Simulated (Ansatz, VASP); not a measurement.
# AgO in VASP and in Ansatz

```
CELL_PARAMETERS angstrom
0.00000 2.44127 2.44127
2.44127 0.00000 2.44127
2.44127 2.44127 0.00000
ATOMIC_POSITIONS crystal
Ag 0.00000 0.00000 0.00000
O 0.75000 0.75000 0.75000
```

Alike in both runs: functional LDA; k mesh 16 × 16 × 16; occupations gaussian, width 0.1 eV; no spin polarisation.

Ansatz relaxed the structure, and its values are those at the end. VASP's run is a single point on that final structure, the one shown.

|  | VASP | Ansatz |
| --- | --- | --- |
| version | VASP 6.6.1 | Ansatz 0.2.0 |
| potentials or method | VASP PAW LDA potentials, release 64 (Ag, O), cutoff 520 eV | scalar-relativistic, plane waves, PAW |
| valence electrons in the cell | 17 | 25 |

Ansatz gave:

```
gap on the k mesh at the Fermi level (eV) : none
pressure (GPa)                            : 0.0
```

Question: What did VASP give for the same quantities?

Answer: gap on the k mesh at the Fermi level (eV): none; pressure (GPa): 0.1.

LDA's correlation is that of Perdew and Zunger in VASP and of Perdew and Wang (1992) in Ansatz. A gap of «none» marks a metal or a gap that the smearing closes. VASP's potentials hold 17 valence electrons a cell and Ansatz's 25, so a difference there can come from the potentials and not from the codes.
